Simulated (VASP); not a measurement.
The system is Mg2B3.

```xyz
5
Lattice="1.5123 0.8731 6.9687 -1.5123 0.8731 6.9687 0.0000 -1.7463 6.9687" Properties=species:S:1:pos:R:3 pbc="T T T"
Mg    0.0000    0.0000    8.3792
Mg    0.0000    0.0000   12.5269
B     0.0000    0.0000    0.0000
B     0.0000    0.0000    4.4258
B     0.0000    0.0000   16.4803
```

The cell was generated, and may not be a known phase.

* Program: VASP 6.6.1
* Task: relaxation of cell and atoms
* Functional: PBE
* Potentials or basis: VASP PAW PBE potentials, release 64 (Mg, B)
* Cutoff: 600 eV
* k mesh: 6 × 6 × 6
* Occupations: gaussian, width 0.1 eV
* Spin: no spin polarisation

At the start: pressure 30.5 GPa; volume 11.04 Å³/atom.

Question: Where does the relaxation end?

Answer: Over 18 steps the energy falls by 1686.8 meV/atom and the volume is 11.41 Å³/atom (+3.3 %); space group R-3m (No. 166, to 0.1 Å) before and after.

Step by step:
| step | energy change (eV) | largest force (eV/Å) | pressure (GPa) | volume (Å³) |
| --- | --- | --- | --- | --- |
| 1 | 0.0000 | 5.8218 | 30.49 | 55.21 |
| 2 | -3.0285 | 2.7190 | -9.03 | 73.76 |
| 3 | -3.0391 | 2.6474 | -9.82 | 74.74 |
| 4 | -4.4317 | 3.3434 | -9.20 | 69.28 |
| 5 | -7.3885 | 2.2717 | 10.64 | 54.50 |
| 6 | -7.4055 | 2.0268 | 5.70 | 56.75 |
| 7 | -7.4329 | 2.1541 | 7.98 | 55.67 |
| 8 | -7.5041 | 2.4928 | -2.59 | 58.61 |
| 9 | -7.7182 | 1.4480 | 1.61 | 57.19 |
| 10 | -8.0915 | 0.9613 | -3.16 | 58.82 |
| 11 | -8.1748 | 0.5578 | -5.79 | 60.02 |
| 12 | -8.3575 | 0.7554 | 2.42 | 55.75 |
| 13 | -8.3612 | 0.7052 | 1.25 | 56.21 |
| 14 | -8.4001 | 0.3380 | 2.79 | 55.96 |
| 15 | -8.4223 | 0.2445 | 2.12 | 56.07 |
| 16 | -8.4311 | 0.0570 | -1.31 | 57.70 |
| 17 | -8.4333 | 0.0875 | -0.29 | 57.19 |
| 18 | -8.4341 | 0.0228 | -0.03 | 57.05 |

Final structure:
```
Mg B
1.0
     1.51906    0.87703    7.13637
    -1.51906    0.87703    7.13637
     0.00000   -1.75406    7.13637
Mg B
2 3
Direct
  0.41746 0.41746 0.41746
  0.58254 0.58254 0.58254
  0.00000 0.00000 0.00000
  0.16610 0.16610 0.16610
  0.83390 0.83390 0.83390
```

Caveat: the k points lie up to 0.40 Å⁻¹ apart in the final cell, too coarse for converged energies and pressures of a metal; an odd number of electrons without spin polarisation forces a metal; a magnetic or distorted state may lie lower.
